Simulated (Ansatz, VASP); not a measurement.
## CuAu: VASP beside Ansatz

File INCAR:

```
SYSTEM = CuAu
  ALGO = Fast
  EDIFF = 1E-6
  ENCUT = 520
  GGA = PE
  ISIF = 2
  ISMEAR = -1
  LASPH = .TRUE.
  LCHARG = .FALSE.
  LREAL = .FALSE.
  LWAVE = .FALSE.
  NBANDS = 18
  NELM = 60
  PREC = Accurate
  SIGMA = 0.05
```

KPOINTS

```
k-points
0
G
  11 11 11
  0 0 0
```

The input POSCAR:

```
CuAu
1.0
    1.4526137943      0.8386669652      4.2843581437
   -1.4526137943      0.8386669652      4.2843581437
    0.0000000000     -1.6773339303      4.2843581437
Au Cu
1 1
Direct
    0.0000000000      0.0000000000      0.0000000000
    0.5000000000      0.5000000000      0.5000000000
```

File input.yaml:

```yaml
crystal:
  lattice:
    - [1.4526137943, 0.8386669652, 4.2843581437]
    - [-1.4526137943, 0.8386669652, 4.2843581437]
    - [0.0, -1.6773339303, 4.2843581437]
  atoms:
    - { symbol: Au, position: [0.0, 0.0, 0.0] }
    - { symbol: Cu, position: [0.5, 0.5, 0.5] }
hamiltonian:
  xc: pbe
  pseudopotentials: { kind: paw }
kpoints:
  mp_grid: { grid: [11, 11, 11] }
scf:
  occupations: { method: fermi_dirac, width: 0.05 }
output:
  forces: true
  stress: true
  eigenvalues: true
  write_density: true
  write_potential: true
  elf: true
  volumetric_format: npy
```

Alike in both runs: task single point; functional PBE; k mesh 11 × 11 × 11; occupations fermi-dirac, width 0.05 eV; no spin polarisation.

```csv
,VASP,Ansatz
version,VASP 6.6.1,Ansatz 0.2.0
potentials or method,"VASP PAW PBE potentials, release 64 (Au, Cu)",Ansatz PAW
plane-wave cutoff (eV),520,420
valence electrons in the cell,22,38
```

Ansatz gave:

* gap on the k mesh at the Fermi level (eV): none
* pressure (GPa): -2.9
* traceless stress, the component that is largest in VASP (GPa): 0.89

Question: Which values does VASP return?

Answer: gap on the k mesh at the Fermi level (eV): none; pressure (GPa): -3.7; traceless stress, the component that is largest in VASP (GPa): 0.98.

A gap of «none» marks a metal or a gap that the smearing closes. VASP's potentials hold 22 valence electrons a cell and Ansatz's 38, so a difference there can come from the potentials and not from the codes.

Spin-orbit coupling is off throughout.
